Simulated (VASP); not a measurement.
# Cs2TaHgF6 (Fm-3m) in VASP: single point with LDA

Aim: the single point of Cs2TaHgF6 with LDA.

Program: VASP 6.6.1. These are calculated values, not measurements. Logs are shortened: lines on timing, memory, paths and dates and some standing lists are left out, and cuts for length are marked.

### 1 The cell of the first run

Symmetry: Fm-3m, No. 225, cubic system. The conventional cell has a = 10.070 Å, b = 10.070 Å, c = 10.070 Å, α = 90.00°, β = 90.00°, γ = 90.00°. Within 4.7 Å of Cs (site symmetry -43m) lie 12 F at 3.60 Å and 4 Ta at 4.36 Å and 4 Hg at 4.36 Å. Ta (site symmetry m-3m) has 6 F at 2.00 Å within 2.6 Å. Within 4.0 Å of Hg (site symmetry m-3m) lie 6 F at 3.04 Å. F (site symmetry 4mm) has 1 Ta at 2.00 Å within 2.6 Å.

### 2 Single point, LDA, collinear spin

Input file INCAR:

```
PREC     = Accurate       # precision mode
ENCUT    = 520            # plane-wave cutoff, eV
EDIFF    = 1E-6           # SCF threshold, eV
ISMEAR   = 0              # smearing method
SIGMA    = 0.15           # smearing width, eV
LREAL    = False          # projectors in reciprocal space
LASPH    = True           # aspherical terms in the spheres
NELM     = 150            # most SCF steps
ALGO     = Normal         # electronic algorithm
ISIF     = 2              # what is computed and relaxed
LWAVE    = False          # write WAVECAR
LCHARG   = True           # write CHGCAR
ISPIN    = 2              # spin polarisation
MAGMOM   = 0.2 0.2 0.2 0.2 0.2 0.2 0.2 0.2 0.2 0.2 # initial moments
LORBIT   = 11             # projections on sites
LMAXMIX  = 4              # l up to which the mixer works
GGA      = CA             # functional
LELF     = True           # ELF
LVHAR    = True         
NBANDS   = 56             # bands
```

Input file KPOINTS:

```
regular mesh
0
Gamma
  4 4 4
```

Input file POSCAR:

```
Cs2TaHgF6
1.0
    0.0000000000      5.0350400000      5.0350400000
    5.0350400000      0.0000000000      5.0350400000
    5.0350400000      5.0350400000      0.0000000000
Cs Ta Hg F
2 1 1 6
Direct
    0.7500000000      0.7500000000      0.7500000000
    0.2500000000      0.2500000000      0.2500000000
    0.0000000000      0.0000000000      0.0000000000
    0.5000000000      0.5000000000      0.5000000000
    0.8014550000      0.1985450000      0.1985450000
    0.1985450000      0.1985450000      0.8014550000
    0.1985450000      0.8014550000      0.8014550000
    0.1985450000      0.8014550000      0.1985450000
    0.8014550000      0.1985450000      0.8014550000
    0.8014550000      0.8014550000      0.1985450000
```

Potentials or basis: VASP PAW LDA potentials, release 64 (Cs_sv, Ta_pv, Hg, F).

Launch:

```
cat potpaw_LDA.64/Cs_sv/POTCAR potpaw_LDA.64/Ta_pv/POTCAR potpaw_LDA.64/Hg/POTCAR potpaw_LDA.64/F/POTCAR > POTCAR
mpirun -np 1 vasp_std > vasp.out
```

OUTCAR:

```text
PREC = Accurate
   ENCUT = 520
   EDIFF = 1E-6
   ISMEAR = 0
   LREAL = False
   LASPH = True
   NELM = 150
   ISIF = 2
   ISPIN = 2
   LORBIT = 11
   GGA = CA

 ion  position               nearest neighbor table
   1  0.750  0.750  0.750-
   2  0.250  0.250  0.250-
   3  0.000  0.000  0.000-   5 2.00   6 2.00   7 2.00   8 2.00   9 2.00  10 2.00
   4  0.500  0.500  0.500-
   5  0.801  0.199  0.199-   3 2.00
   6  0.199  0.199  0.801-   3 2.00
   7  0.199  0.801  0.801-   3 2.00
   8  0.199  0.801  0.199-   3 2.00
   9  0.801  0.199  0.801-   3 2.00
  10  0.801  0.801  0.199-   3 2.00

  LATTYP: Found a face centered cubic cell.
 ALAT       =    10.0700800000

  Lattice vectors:

 A1 = (   0.0000000000,   5.0350400000,   5.0350400000)
 A2 = (   5.0350400000,   0.0000000000,   5.0350400000)
 A3 = (   5.0350400000,   5.0350400000,   0.0000000000)

Analysis of symmetry for initial positions (statically):
=====================================================================
 Subroutine PRICEL returns:
 Original cell was already a primitive cell.

 Routine SETGRP: Setting up the symmetry group for a
 face centered cubic supercell.

 Subroutine GETGRP returns: Found 48 space group operations
 (whereof 48 operations were pure point group operations)
 out of a pool of 48 trial point group operations.

The static configuration has the point symmetry O_h .

Analysis of symmetry for dynamics (positions and initial velocities):
=====================================================================
 Subroutine PRICEL returns:
 Original cell was already a primitive cell.

 Routine SETGRP: Setting up the symmetry group for a
 face centered cubic supercell.

 Subroutine GETGRP returns: Found 48 space group operations
 (whereof 48 operations were pure point group operations)
 out of a pool of 48 trial point group operations.

The dynamic configuration has the point symmetry O_h .

Analysis of structural, dynamic, and magnetic symmetry:
=====================================================================
 Subroutine PRICEL returns:
 Original cell was already a primitive cell.

 Routine SETGRP: Setting up the symmetry group for a
 face centered cubic supercell.

 Subroutine GETGRP returns: Found 48 space group operations
 (whereof 48 operations were pure point group operations)
 out of a pool of 48 trial point group operations.

The overall configuration has the point symmetry O_h .

 Subroutine INISYM returns: Found 48 space group operations
 (whereof 48 operations are pure point group operations),
 and found     1 'primitive' translations

----------------------------------------------------------------------------------------

                                     Primitive cell

  volume of cell :     255.2929

  direct lattice vectors                    reciprocal lattice vectors
     0.000000000  5.035040000  5.035040000    -0.099304077  0.099304077  0.099304077
     5.035040000  0.000000000  5.035040000     0.099304077 -0.099304077  0.099304077
     5.035040000  5.035040000  0.000000000     0.099304077  0.099304077 -0.099304077

  length of vectors
     7.120621855  7.120621855  7.120621855     0.171999707  0.171999707  0.171999707

  position of ions in fractional coordinates (direct lattice)
     0.750000000  0.750000000  0.750000000
     0.250000000  0.250000000  0.250000000
     0.000000000  0.000000000  0.000000000
     0.500000000  0.500000000  0.500000000
     0.801455000  0.198545000  0.198545000
     0.198545000  0.198545000  0.801455000
     0.198545000  0.801455000  0.801455000
     0.198545000  0.801455000  0.198545000
     0.801455000  0.198545000  0.801455000
     0.801455000  0.801455000  0.198545000

  ion indices of the primitive-cell ions
   primitive index   ion index
                 1           1
                 2           2
                 3           3
                 4           4
                 5           5
                 6           6
                 7           7
                 8           8
                 9           9
                10          10

----------------------------------------------------------------------------------------

 KPOINTS: regular mesh

Automatic generation of k-mesh.
 Grid dimensions read from file:
 generate k-points for:    4    4    4

 Generating k-lattice:

  Cartesian coordinates                     Fractional coordinates (reciprocal lattice)
    -0.024826019  0.024826019  0.024826019     0.250000000  0.000000000  0.000000000
     0.024826019 -0.024826019  0.024826019     0.000000000  0.250000000  0.000000000
     0.024826019  0.024826019 -0.024826019     0.000000000  0.000000000  0.250000000

  Length of vectors
     0.042999927  0.042999927  0.042999927

  Shift w.r.t. Gamma in fractional coordinates (k-lattice)
     0.000000000  0.000000000  0.000000000

 Subroutine IBZKPT returns following result:
 ===========================================

 Found      8 irreducible k-points:

 Following reciprocal coordinates:
            Coordinates               Weight
  0.000000  0.000000  0.000000      1.000000
  0.250000  0.000000  0.000000      8.000000
  0.500000  0.000000  0.000000      4.000000
  0.250000  0.250000  0.000000      6.000000
  0.500000  0.250000  0.000000     24.000000
 -0.250000  0.250000  0.000000     12.000000
  0.500000  0.500000  0.000000      3.000000
 -0.250000  0.500000  0.250000      6.000000
   k-points           NKPTS =      8   k-points in BZ     NKDIM =      8   number of bands    NBANDS=     56
   number of dos      NEDOS =    301   number of ions     NIONS =     10
   total plane-waves  NPLWV = 157464
   dimension x,y,z NGX =    54 NGY =   54 NGZ =   54
   dimension x,y,z NGXF=   108 NGYF=  108 NGZF=  108
   ions per type =               2   1   1   6
   NGX,Y,Z   is equivalent  to a cutoff of  12.61, 12.61, 12.61 a.u.
   NGXF,Y,Z  is equivalent  to a cutoff of  25.21, 25.21, 25.21 a.u.
 SYSTEM =  unknown system
   PREC   = accura    normal or accurate (medium, high low for compatibility)
   ISTART =      0    job   : 0-new  1-cont  2-samecut
   ICHARG =      2    charge: 1-file 2-atom 10-const
   ISPIN  =      2    spin polarized calculation?
   LNONCOLLINEAR =      F non collinear calculations
   LSORBIT =      F    spin-orbit coupling
   LASPH  =      T    aspherical Exc in radial PAW
   ENCUT  =  520.0 eV  38.22 Ry    6.18 a.u.  13.24 13.24 13.24*2*pi/ulx,y,z
   NELM   =    150;   NELMIN=  2; NELMDL= -5     # of ELM steps
   EDIFF  = 0.1E-05   stopping-criterion for ELM
   LREAL  =      F    real-space projection
   EDIFFG = 0.1E-04   stopping-criterion for IOM
   NSW    =      0    number of steps for IOM
   IBRION =     -1    ionic relax: 0-MD 1-quasi-New 2-CG
   NFREE  =      0    steps in history (QN), initial steepest desc. (CG)
   ISIF   =      2    stress and relaxation
   ISYM   =      2    0-nonsym 1-usesym 2-fastsym
   POTIM  = 0.5000    time-step for ionic-motion
   TEBEG  =    0.0;   TEEND  =   0.0 temperature during run
   PSTRESS=    0.0 pullay stress
   NELECT =      83.0000    total number of electrons
   NUPDOWN=      -1.0000    fix difference up-down
   EMIN   =  10.00;   EMAX   =-10.00  energy-range for DOS
   EFERMI =   0.00;   METHOD = LEGACY
   ISMEAR =     0;   SIGMA  =   0.15  broadening in eV -4-tet -1-fermi 0-gaus
   EFERMI_NEDOS =   21; number of points for ismear=-14 and -15
   IALGO  =     38    algorithm
   IMIX   =      4    mixing-type and parameters
     AMIX     =   0.40;   BMIX     =  1.00
     AMIX_MAG =   1.60;   BMIX_MAG =  1.00
  volume/ion in A,a.u.               =      25.53       172.28
  Fermi-wavevector in a.u.,A,eV,Ry     =   1.125696  2.127258 17.241199  1.267192
  Thomas-Fermi vector in A             =   2.262375
   LORBIT       =     11    0 simple, 1 ext, 2 COOP (PROOUT), +10 PAW based schemes
   GGA     = CA    functional components
   LHFCALC =     F    Hartree Fock is set to
   AEXX    =    0.0000 exact exchange contribution
   IVDW    =     0    specifies the selected vdW correction
   LEPSILON=     F    determine dielectric tensor
   LRPA    =     F    only Hartree local field effects (RPA)
 spin polarized calculation
 Gauss-broadening in eV      SIGMA  =   0.15
  energy-cutoff  :      520.00
  volume of cell :      255.29
 maximum number of plane-waves:      6918
 NGX is ok and might be reduce to    54
   NGX = 27   NGY = 27   NGZ = 27

 number of electron      82.9999951 magnetization       0.9998491

 Free energy of the ion-electron system (eV)
  ---------------------------------------------------
  ext. energy  EPLUGINS =         0.00000000
  ---------------------------------------------------
  free energy    TOTEN  =       -55.06014474 eV

  energy without entropy =      -54.94807024  energy(sigma->0) =      -55.00410749

 E-fermi :   2.5269     XC(G=0):  -8.3742

 val. band max:        2.5003471241   @ k =   0.5000   0.0000   0.0000
 cond. band min:       2.5342014145   @ k =   0.2500   0.0000   0.0000
 fundamental gap:      0.0338542904
 Fermi energy:         2.5268658550

 spin component 1

 k-point     1 :       0.0000    0.0000    0.0000
  band No.  band energies     occupation
      1     -35.2553      1.00000
      2     -35.2553      1.00000
      3     -35.2553      1.00000
      4     -23.2112      1.00000
      5     -22.9838      1.00000
      6     -22.9838      1.00000
[... 45 lines left out ...]
     52       6.6024      0.00000
     53       6.6024      0.00000
[... 390 lines left out ...]
     52       5.8024      0.00000
     53       5.9752      0.00000
 Fermi energy:         2.5268658550

 spin component 2

 k-point     1 :       0.0000    0.0000    0.0000
  band No.  band energies     occupation
      1     -34.8469      1.00000
      2     -34.8469      1.00000
      3     -34.8469      1.00000
      4     -23.1714      1.00000
      5     -22.9455      1.00000
      6     -22.9455      1.00000
[... 45 lines left out ...]
     52       6.6306      0.00000
     53       6.6306      0.00000
[... 390 lines left out ...]
     52       5.8214      0.00000
     53       6.0116      0.00000
 [bands above 53 left out]

------------------------ aborting loop because EDIFF is reached ----------------------------------------

  FORCE on cell =-STRESS in cart. coord.  units (eV):
  Direction    XX          YY          ZZ          XY          YZ          ZX
  --------------------------------------------------------------------------------------
  -------------------------------------------------------------------------------------
  Total       -6.1940932     -6.1940932     -6.1940932     -0.0000000     -0.0000000      0.0000000
  in kB      -38.8731335    -38.8731335    -38.8731335     -0.0000000     -0.0000000      0.0000000
  external PRESSURE =     -38.8731335 kB  Pullay stress =       0.0000000 kB

 VOLUME and BASIS-vectors are now :
 -----------------------------------------------------------------------------
  energy-cutoff  :      520.00
  volume of cell :      255.29
      direct lattice vectors                 reciprocal lattice vectors
     0.000000000  5.035040000  5.035040000    -0.099304077  0.099304077  0.099304077
     5.035040000  0.000000000  5.035040000     0.099304077 -0.099304077  0.099304077
     5.035040000  5.035040000  0.000000000     0.099304077  0.099304077 -0.099304077

 POSITION                                       TOTAL-FORCE (eV/Angst)
 -----------------------------------------------------------------------------------
      7.55256      7.55256      7.55256         0.000000     -0.000000      0.000000
      2.51752      2.51752      2.51752        -0.000000     -0.000000      0.000000
      0.00000      0.00000      0.00000         0.000000     -0.000000      0.000000
      5.03504      5.03504      5.03504         0.000000      0.000000      0.000000
      1.99936      5.03504      5.03504        -0.581592      0.000000      0.000000
      5.03504      5.03504      1.99936         0.000000      0.000000     -0.581592
      8.07072      5.03504      5.03504         0.581592      0.000000      0.000000
      5.03504      1.99936      5.03504         0.000000     -0.581592      0.000000
      5.03504      8.07072      5.03504         0.000000      0.581592      0.000000
      5.03504      5.03504      8.07072         0.000000      0.000000      0.581592
 -----------------------------------------------------------------------------------
    total drift:                                0.000000      0.000000      0.000000

  FREE ENERGIE OF THE ION-ELECTRON SYSTEM (eV)
  ---------------------------------------------------
  free  energy   TOTEN  =       -55.0601447407 eV

  energy  without entropy=      -54.9480702448  energy(sigma->0) =      -55.00410749

 total charge

# of ion       s       p       d       tot
------------------------------------------
    1        1.824   4.687   0.010   6.521
    2        1.824   4.687   0.010   6.521
    3        0.287   6.257   2.176   8.720
    4        1.048   0.024   9.359  10.432
    5        1.731   4.321   0.000   6.052
    6        1.731   4.321   0.000   6.052
    7        1.731   4.321   0.000   6.052
    8        1.731   4.321   0.000   6.052
    9        1.731   4.321   0.000   6.052
   10        1.731   4.321   0.000   6.052
--------------------------------------------------
tot         15.372  41.577  11.555  68.504

 magnetization (x)

# of ion       s       p       d       tot
------------------------------------------
    1        0.001   0.000   0.001   0.002
    2        0.001   0.000   0.001   0.002
    3        0.005   0.004   0.703   0.712
    4       -0.001   0.004  -0.000   0.003
    5        0.000   0.014   0.000   0.014
    6        0.000   0.014   0.000   0.014
    7        0.000   0.014   0.000   0.014
    8        0.000   0.014   0.000   0.014
    9        0.000   0.014   0.000   0.014
   10        0.000   0.014   0.000   0.014
--------------------------------------------------
tot          0.006   0.093   0.705   0.804
```

It took 4.7 min on 1 thread of Intel Xeon Platinum 8375C at 2.90GHz (Ice Lake), shared host; peak memory 0.45 GiB.

Results:

```
Free energy                                           : -55.0601 eV
Pressure                                              : -3.9 GPa
Largest force                                         : 0.582 eV/Å
Band gap on the k mesh                                : zero (filled and empty bands overlap)
Net moment                                            : 1.00 μB per cell
Site moments                                          : Cs +0.00; Ta +0.71; Hg +0.00; F +0.01 μB
Valence electrons inside the program's atomic spheres : Cs 6.52; Ta 8.72; Hg 10.43; F 6.05
```

Forces in eV/Å, atoms in the order of the input:
```
Cs   0.000  0.000  0.000
Cs   0.000  0.000  0.000
Ta   0.000  0.000  0.000
Hg   0.000  0.000  0.000
F   -0.582  0.000  0.000
F    0.000  0.000 -0.582
F    0.582  0.000  0.000
F    0.000 -0.582  0.000
F    0.000  0.582  0.000
F    0.000  0.000  0.582
```

Levels at points of the mesh, in eV from the Fermi level:
Spin up:
```csv
k point,band 37,band 38,band 39,band 40,band 41,band 42,band 43,band 44,band 45,band 46
"(0.00, 0.00, 0.00)",-6.90,-6.49,-6.49,-6.49,-4.17,0.04,0.04,0.04,0.94,1.15
"(0.50, 0.00, 0.00)",-6.58,-6.52,-6.52,-6.51,-3.78,-0.03,0.04,0.04,0.59,1.26
"(0.50, 0.50, 0.00)",-6.93,-6.50,-6.49,-6.49,-4.04,0.02,0.11,0.11,0.51,1.73
```
Spin down:
| k point | band 38 | band 39 | band 40 | band 41 | band 42 | band 43 | band 44 | band 45 |
| --- | --- | --- | --- | --- | --- | --- | --- | --- |
| (0.00, 0.00, 0.00) | -6.45 | -6.45 | -6.45 | -4.15 | 0.51 | 0.51 | 0.51 | 0.98 |
| (0.50, 0.00, 0.00) | -6.48 | -6.48 | -6.47 | -3.76 | 0.32 | 0.49 | 0.49 | 0.77 |
| (0.50, 0.50, 0.00) | -6.45 | -6.45 | -6.45 | -4.01 | 0.50 | 0.53 | 0.59 | 0.59 |

Caveat: the cell stands under tension; spin-orbit coupling is left out, which moves the levels of the heavy elements.
